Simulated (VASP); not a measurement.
Write the native input for VASP 6.6.1 that does the following.

```
Task                   : single point
Functional             : r2SCAN
Potentials or basis    : VASP PAW PBE potentials, release 64 (La, O)
Cutoff                 : 520 eV
k mesh                 : 6 × 6 × 6
Occupations            : gaussian, width 0.01 eV
Spin                   : no spin polarisation
Dipole correction      : no
Further INCAR settings : ALGO = Normal; EDIFF = 1e-06; NBANDS = 28
```

The system is La2O3.

```xyz
5
Lattice="6.2668 0.0000 0.0000 -3.1334 5.4272 0.0000 0.0000 0.0000 3.2998" Properties=species:S:1:pos:R:3 pbc="T T T"
La    0.0000    3.6181    1.6499
La    3.1334    1.8091    1.6499
O     1.5416    2.6701    0.0500
O    -1.5918    2.7571    0.0000
O     3.1836    0.0000    0.0000
```

One way to write it, as run:

POSCAR

```
La2O3
1.0
    6.2667800000      0.0000000000      0.0000000000
   -3.1333900000      5.4271910000      0.0000000000
    0.0000000000      0.0000000000      3.2997660000
La O
2 3
Direct
    0.3333333333      0.6666666667      0.5000000000
    0.6666666667      0.3333333333      0.5000000000
    0.4919860000      0.4919860000      0.0151525896
    0.0000000000      0.5080140000      0.0000000000
    0.5080140000      0.0000000000      0.0000000000
```

INCAR.step1

```
PREC = Accurate
ENCUT = 520
ISMEAR = 0
SIGMA = 0.01
LREAL = F
LASPH = T
NELM = 100
NBANDS = 28
GGA = PE
ALGO = Normal
EDIFF = 1E-4
LWAVE = T
LCHARG = F
```

INCAR.step2

```
PREC = Accurate
ENCUT = 520
EDIFF = 1E-6
ISMEAR = 0
SIGMA = 0.01
LREAL = F
LASPH = T
NELM = 100
ALGO = Normal
ISIF = 2
LWAVE = F
LCHARG = F
METAGGA = R2SCAN
LMIXTAU = T
NBANDS = 28
ISTART = 1
```

KPOINTS

```
regular mesh
0
Gamma
  6 6 6
```

Potentials or basis: VASP PAW PBE potentials, release 64 (La, O).

Run with:

```bash
$ cat potpaw_PBE.64/La/POTCAR potpaw_PBE.64/O/POTCAR > POTCAR
$ cp INCAR.step1 INCAR
$ mpirun -np 1 vasp_std > vasp.out
$ cp INCAR.step2 INCAR
$ mpirun -np 1 vasp_std > vasp.out
```

It gave:

The pressure is 1.0 GPa, the largest force is 0.157 eV/Å and the band gap on the k mesh is 1.89 eV (least direct gap 2.42 eV).

Caveat: the PAW data sets were made with another functional, which shifts forces and pressure a little; spin-orbit coupling is left out, which moves the levels of the heavy elements.

Run time: 19 min on 1 thread of Oxide Virtual Turin-like Processor, with other jobs on the host, peak memory 0.37 GiB.
